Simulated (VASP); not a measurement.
Set up this calculation in VASP 6.6.1, as the native input.

```
Task                   : single point
Functional             : LDA
Potentials or basis    : VASP PAW LDA potentials, release 64 (W_sv)
Cutoff                 : 520 eV
k mesh                 : 16 × 16 × 16
Occupations            : gaussian, width 0.1 eV
Spin                   : no spin polarisation
Dipole correction      : no
Further INCAR settings : ALGO = Fast; EDIFF = 1e-06; NBANDS = 13
```

The structure of W lies in POSCAR:

```
W
1.0
   -1.5674691545      1.5674691545      1.5674691545
    1.5674691545     -1.5674691545      1.5674691545
    1.5674691545      1.5674691545     -1.5674691545
W
1
Direct
    0.0000000000      0.0000000000      0.0000000000
```

The input as run:

INCAR

```
SYSTEM = W
ALGO     = Fast           ! electronic algorithm
EDIFF    = 1E-6           ! SCF threshold, eV
ENCUT    = 520            ! plane-wave cutoff, eV
ISIF     = 2              ! what is computed and relaxed
ISMEAR   = 0              ! smearing method
LASPH    = .TRUE.         ! aspherical terms in the spheres
LCHARG   = .FALSE.        ! write CHGCAR
LREAL    = .FALSE.        ! projectors in reciprocal space
LWAVE    = .FALSE.        ! write WAVECAR
NBANDS   = 13             ! bands
NELM     = 100            ! most SCF steps
PREC     = Accurate       ! precision mode
SIGMA    = 0.1            ! smearing width, eV
```

KPOINTS

```
k-points
0
G
  16 16 16
  0 0 0
```

Potentials or basis: VASP PAW LDA potentials, release 64 (W_sv).

Command:

```bash
$ cat potpaw_LDA.64/W_sv/POTCAR > POTCAR
$ mpirun -np 1 vasp_std > vasp.out
```

It gave:

| Item | Value |
| --- | --- |
| Pressure | 1.9 GPa |
| Band gap on the k mesh | zero (band 7 reaches 17.10 eV, above the bottom of band 8 at 10.43 eV) |

Caveat: spin-orbit coupling is left out, which moves the levels of the heavy elements.

It took 11 s on 1 thread of Intel(R) Xeon(R) 6975P-C (Granite Rapids) (shared host), peak memory 0.14 GiB.
